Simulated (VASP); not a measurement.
# AlRu (P4/mmm) in VASP: a series of runs

Runs on AlRu. Level: PBEsol. Tasks: single point.

Everything below comes from runs of VASP 6.6.1. Logs are shortened: lines on timing, memory, paths and dates and some standing lists are left out, and cuts for length are marked.

### 1 The cell of the first run

Symmetry: P4/mmm, No. 123, tetragonal system. Conventional cell: a = 2.987 Å, b = 2.987 Å, c = 2.932 Å, α = 90.00°, β = 90.00°, γ = 90.00°. Al (site symmetry 4/mmm) has 8 Ru at 2.57 Å and 6 Al at 2.93 to 2.99 Å within 3.4 Å. Within 3.4 Å of Ru (site symmetry 4/mmm) lie 8 Al at 2.57 Å and 6 Ru at 2.93 to 2.99 Å.

### 2 Single point, PBEsol (uniaxial strain along a: -1.5 %)

Input file INCAR:

```
SYSTEM = AlRu
PREC = Accurate ; ENCUT = 520
EDIFF = 1E-6 ; ISMEAR = 0
SIGMA = 0.1 ; LREAL = .FALSE.
LASPH = .TRUE. ; NELM = 80
ALGO = Fast ; ISIF = 2
LWAVE = .FALSE. ; LCHARG = .FALSE.
GGA = PS ; NBANDS = 16
```

Input file KPOINTS:

```
Automatic mesh
0
G
  18 18 18
  0 0 0
```

Input file POSCAR:

```
AlRu
1.0
    2.9316697377      0.0000000000      0.0000000000
    0.0000000000      2.9874756337      0.0000000000
    0.0000000000      0.0000000000      2.9874756337
Al Ru
1 1
Direct
    0.0000000000      0.0000000000      0.0000000000
    0.5000000000      0.5000000000      0.5000000000
```

Potentials or basis: VASP PAW PBE potentials, release 64 (Al, Ru_pv).

On the command line:

```console
cat potpaw_PBE.64/Al/POTCAR potpaw_PBE.64/Ru_pv/POTCAR > POTCAR
mpirun -np 1 vasp_std > vasp.out
```

OUTCAR:

```text
SYSTEM = AlRu
   PREC = Accurate
   ENCUT = 520
   EDIFF = 1E-6
   ISMEAR = 0
   LREAL = .FALSE.
   LASPH = .TRUE.
   NELM = 80
   ISIF = 2
   GGA = PS

 ion  position               nearest neighbor table
   1  0.000  0.000  0.000-   2 2.57   2 2.57   2 2.57   2 2.57   2 2.57   2 2.57   2 2.57   2 2.57

   2  0.500  0.500  0.500-   1 2.57   1 2.57   1 2.57   1 2.57   1 2.57   1 2.57   1 2.57   1 2.57

  LATTYP: Found a simple tetragonal cell.
 ALAT       =     2.9874756337
 C/A-ratio  =     0.9813200498

  Lattice vectors:

 A1 = (   0.0000000000,   2.9874756337,   0.0000000000)
 A2 = (   0.0000000000,   0.0000000000,   2.9874756337)
 A3 = (   2.9316697377,   0.0000000000,   0.0000000000)

Analysis of symmetry for initial positions (statically):
=====================================================================
 Subroutine PRICEL returns:
 Original cell was already a primitive cell.

 Routine SETGRP: Setting up the symmetry group for a
 simple tetragonal supercell.

 Subroutine GETGRP returns: Found 16 space group operations
 (whereof 16 operations were pure point group operations)
 out of a pool of 16 trial point group operations.

The static configuration has the point symmetry D_4h.

Analysis of symmetry for dynamics (positions and initial velocities):
=====================================================================
 Subroutine PRICEL returns:
 Original cell was already a primitive cell.

 Routine SETGRP: Setting up the symmetry group for a
 simple tetragonal supercell.

 Subroutine GETGRP returns: Found 16 space group operations
 (whereof 16 operations were pure point group operations)
 out of a pool of 16 trial point group operations.

The dynamic configuration has the point symmetry D_4h.

 Subroutine INISYM returns: Found 16 space group operations
 (whereof 16 operations are pure point group operations),
 and found     1 'primitive' translations

----------------------------------------------------------------------------------------

                                     Primitive cell

  volume of cell :      26.1652

  direct lattice vectors                    reciprocal lattice vectors
     2.931669738  0.000000000  0.000000000     0.341102542  0.000000000  0.000000000
     0.000000000  2.987475634  0.000000000     0.000000000  0.334730764  0.000000000
     0.000000000  0.000000000  2.987475634     0.000000000  0.000000000  0.334730764

  length of vectors
     2.931669738  2.987475634  2.987475634     0.341102542  0.334730764  0.334730764

[... 81 lines left out ...]
   LREAL  =      F    real-space projection
   EDIFFG = 0.1E-04   stopping-criterion for IOM
   NSW    =      0    number of steps for IOM
   IBRION =     -1    ionic relax: 0-MD 1-quasi-New 2-CG
   NFREE  =      0    steps in history (QN), initial steepest desc. (CG)
   ISIF   =      2    stress and relaxation
   ISYM   =      2    0-nonsym 1-usesym 2-fastsym
   POTIM  = 0.5000    time-step for ionic-motion
   TEBEG  =    0.0;   TEEND  =   0.0 temperature during run
   PSTRESS=    0.0 pullay stress
   NELECT =      17.0000    total number of electrons
   NUPDOWN=      -1.0000    fix difference up-down
   EMIN   =  10.00;   EMAX   =-10.00  energy-range for DOS
   EFERMI =   0.00;   METHOD = LEGACY
   ISMEAR =     0;   SIGMA  =   0.10  broadening in eV -4-tet -1-fermi 0-gaus
   EFERMI_NEDOS =   21; number of points for ismear=-14 and -15
   IALGO  =     68    algorithm
   IMIX   =      4    mixing-type and parameters
     AMIX     =   0.40;   BMIX     =  1.00
     AMIX_MAG =   1.60;   BMIX_MAG =  1.00
  volume/ion in A,a.u.               =      13.08        88.29
  Fermi-wavevector in a.u.,A,eV,Ry     =   1.417914  2.679469 27.354241  2.010480
  Thomas-Fermi vector in A             =   2.539094
   LORBIT       =      0    0 simple, 1 ext, 2 COOP (PROOUT), +10 PAW based schemes
   GGA     = PS    functional components
   LHFCALC =     F    Hartree Fock is set to
   AEXX    =    0.0000 exact exchange contribution
   IVDW    =     0    specifies the selected vdW correction
   LEPSILON=     F    determine dielectric tensor
   LRPA    =     F    only Hartree local field effects (RPA)
 non-spin polarized calculation
 RMM-DIIS sequential band-by-band and
 Gauss-broadening in eV      SIGMA  =   0.10
  energy-cutoff  :      520.00
  volume of cell :       26.17
 maximum number of plane-waves:       731
 NGX is ok and might be reduce to    24
   NGX = 11   NGY = 11   NGZ = 11

 number of electron      16.9999998 magnetization

 Free energy of the ion-electron system (eV)
  ---------------------------------------------------
  ext. energy  EPLUGINS =         0.00000000
  ---------------------------------------------------
  free energy    TOTEN  =       -15.52037198 eV

  energy without entropy =      -15.51319612  energy(sigma->0) =      -15.51678405

 E-fermi :  10.9245     XC(G=0): -12.8061

 val. band max:       10.9201362823   @ k =   0.3889   0.3889   0.2222
 cond. band min:      10.9275991635   @ k =   0.1111   0.1111   0.0000
 fundamental gap:      0.0074628812
 Fermi energy:        10.9245170660

 k-point     1 :       0.0000    0.0000    0.0000
  band No.  band energies     occupation
      1     -30.8055      2.00000
      2     -30.8055      2.00000
      3     -30.7775      2.00000
      4       1.1047      2.00000
      5       7.1985      2.00000
      6       7.2090      2.00000
[... 433 lines left out ...]
      3     -30.7977      2.00000
      4       1.8806      2.00000
      5       7.4505      2.00000
      6       7.5124      2.00000
[... 8 lines left out ...]
     15      23.8298      0.00000
     16      28.2511      0.00000

 [... further k-points ...]

------------------------ aborting loop because EDIFF is reached ----------------------------------------

  FORCE on cell =-STRESS in cart. coord.  units (eV):
  Direction    XX          YY          ZZ          XY          YZ          ZX
  --------------------------------------------------------------------------------------
  -------------------------------------------------------------------------------------
  Total        0.6674678      0.0730124      0.0730124      0.0000000      0.0000000     -0.0000000
  in kB       40.8711719      4.4707782      4.4707782      0.0000000      0.0000000     -0.0000000
  external PRESSURE =      16.6042428 kB  Pullay stress =       0.0000000 kB

 VOLUME and BASIS-vectors are now :
 -----------------------------------------------------------------------------
  energy-cutoff  :      520.00
  volume of cell :       26.17
      direct lattice vectors                 reciprocal lattice vectors
     2.931669738  0.000000000  0.000000000     0.341102542  0.000000000  0.000000000
     0.000000000  2.987475634  0.000000000     0.000000000  0.334730764  0.000000000
     0.000000000  0.000000000  2.987475634     0.000000000  0.000000000  0.334730764

 POSITION                                       TOTAL-FORCE (eV/Angst)
 -----------------------------------------------------------------------------------
      0.00000      0.00000      0.00000         0.000000      0.000000      0.000000
      1.46583      1.49374      1.49374         0.000000      0.000000      0.000000
 -----------------------------------------------------------------------------------
    total drift:                                0.000000     -0.000000     -0.000000

  FREE ENERGIE OF THE ION-ELECTRON SYSTEM (eV)
  ---------------------------------------------------
  free  energy   TOTEN  =       -15.5203719760 eV

  energy  without entropy=      -15.5131961237  energy(sigma->0) =      -15.51678405
```

Wall time 72 s (1 thread of Intel Xeon 6975P-C (Granite Rapids), shared host); peak memory 0.32 GiB.

Results:

| Property | Result |
| --- | --- |
| Free energy | -15.5204 eV |
| Pressure | 1.7 GPa |

Caveat: the cell differs from its parent crystal (uniaxial strain along a: -1.5 %); the PAW data sets were made with another functional, which shifts forces and pressure a little.

### 3 Single point, PBEsol (uniaxial strain along a: +1.5 %, then relaxed in part)

Input file INCAR:

```
PREC     = Accurate       # precision mode
ENCUT    = 520            # plane-wave cutoff, eV
EDIFF    = 1E-6           # SCF threshold, eV
ISMEAR   = 0              # smearing method
SIGMA    = 0.1            # smearing width, eV
LREAL    = F              # projectors in reciprocal space
LASPH    = T              # aspherical terms in the spheres
NELM     = 100            # most SCF steps
ALGO     = Fast           # electronic algorithm
ISIF     = 2              # what is computed and relaxed
LWAVE    = F              # write WAVECAR
LCHARG   = T              # write CHGCAR
GGA      = PS             # functional
LELF     = T              # ELF
LVHAR    = T            
NBANDS   = 16             # bands
```

Input file KPOINTS:

```
Automatic mesh
0
Gamma
  18 18 18
```

Input file POSCAR:

```
AlRu
1.0
    3.0209591713      0.0000000000      0.0000000000
    0.0000000000      2.9620951215      0.0000000000
    0.0000000000      0.0000000000      2.9620951215
Al Ru
1 1
Direct
    0.0000000000      0.0000000000      0.0000000000
    0.5000000000      0.5000000000      0.5000000000
```

Potentials or basis: VASP PAW PBE potentials, release 64 (Al, Ru_pv).

On the command line:

```console
cat potpaw_PBE.64/Al/POTCAR potpaw_PBE.64/Ru_pv/POTCAR > POTCAR
mpirun -np 1 vasp_std > vasp.out
```

Run time: 71 s. Hardware: 1 thread of Intel Xeon 6975P-C (Granite Rapids), shared host; peak memory 0.33 GiB.

Results (log left out):

* Free energy: -15.5210 eV
* Pressure: -1.2 GPa

Stress tensor (GPa, compression positive):
```
-3.57  0.00  0.00
 0.00 -0.01  0.00
 0.00  0.00 -0.01
```

Levels at points of the mesh, in eV from the Fermi level:
```tsv
k point	band 7	band 8	band 9	band 10	band 11	band 12
(0.00, 0.00, 0.00)	0.15	0.15	0.28	5.72	6.32	6.32
(0.50, 0.00, 0.00)	-1.54	-1.54	0.51	2.09	7.46	11.22
(0.00, 0.50, 0.00)	-1.78	-1.55	0.42	2.43	7.43	10.71
(0.50, 0.50, 0.00)	-1.34	-1.15	-1.09	1.50	5.26	6.33
(0.00, 0.50, 0.50)	-1.31	-1.30	-1.30	1.64	5.52	6.46
(0.50, 0.50, 0.50)	1.57	1.72	2.67	4.04	4.17	4.17
```

Caveat: the cell differs from its parent crystal (uniaxial strain along a: +1.5 %, then relaxed in part); the PAW data sets were made with another functional, which shifts forces and pressure a little.

### 4 Single point, PBEsol (uniaxial strain along a: +1.5 %)

Input file INCAR:

```
PREC = Accurate
ENCUT = 520
EDIFF = 1E-6
ISMEAR = 0
SIGMA = 0.1
LREAL = False
LASPH = True
NELM = 100
ALGO = Fast
ISIF = 2
LWAVE = False
LCHARG = True
GGA = PS
LELF = True
LVHAR = True
NBANDS = 16
```

KPOINTS is that of step 3.

Input file POSCAR:

```
AlRu
1.0
    3.0209591713      0.0000000000      0.0000000000
    0.0000000000      2.9651532753      0.0000000000
    0.0000000000      0.0000000000      2.9651532753
Al Ru
1 1
Direct
    0.0000000000      0.0000000000      0.0000000000
    0.5000000000      0.5000000000      0.5000000000
```

On the command line:

```console
cat potpaw_PBE.64/Al/POTCAR potpaw_PBE.64/Ru_pv/POTCAR > POTCAR
mpirun -np 1 vasp_std > vasp.out
```

Run time: 73 s. Hardware: 1 thread of Intel Xeon 6975P-C (Granite Rapids), shared host; peak memory 0.33 GiB.

The run converged. Its results:

```yaml
Free_energy: -15.5209 eV
Pressure: -1.6 GPa
```

Stress tensor (GPa, compression positive):
```
-3.87  0.00  0.00
 0.00 -0.52  0.00
 0.00  0.00 -0.52
```

Levels at points of the mesh, in eV from the Fermi level:
```tsv
k point	band 6	band 7	band 8	band 9	band 10	band 11	band 12	band 13
(0.00, 0.00, 0.00)	-3.63	0.15	0.15	0.27	5.73	6.30	6.30	11.00
(0.50, 0.00, 0.00)	-2.87	-1.54	-1.54	0.50	2.09	7.46	11.20	11.20
(0.00, 0.50, 0.00)	-2.80	-1.77	-1.55	0.42	2.42	7.43	10.72	11.21
(0.50, 0.50, 0.00)	-1.47	-1.34	-1.15	-1.09	1.50	5.25	6.32	10.81
(0.00, 0.50, 0.50)	-1.30	-1.30	-1.29	-1.29	1.63	5.50	6.44	10.38
(0.50, 0.50, 0.50)	-4.67	1.57	1.71	2.65	4.04	4.16	4.16	8.56
```

Caveat: the cell differs from its parent crystal (uniaxial strain along a: +1.5 %); the PAW data sets were made with another functional, which shifts forces and pressure a little.

### 5 Overview

```csv
cell,gap on the mesh (eV),pressure (GPa)
"a = 2.932, b = 2.987, c = 2.987 Å, 2 atoms",none,1.7
"a = 3.021, b = 2.962, c = 2.962 Å, 2 atoms",none,-1.2
"a = 3.021, b = 2.965, c = 2.965 Å, 2 atoms",none,-1.6
```

Alike in all rows: task single point; level PBEsol; potentials or basis VASP PAW PBE potentials, release 64 (Al, Ru_pv); no spin polarisation; k mesh 18 × 18 × 18; cutoff (eV) 520; smearing gaussian 0.1 eV.

Caveats: the PAW data sets were made with another functional, which shifts forces and pressure a little.

Total energies depend on the potentials used, so only differences within one code and one set of settings carry meaning.
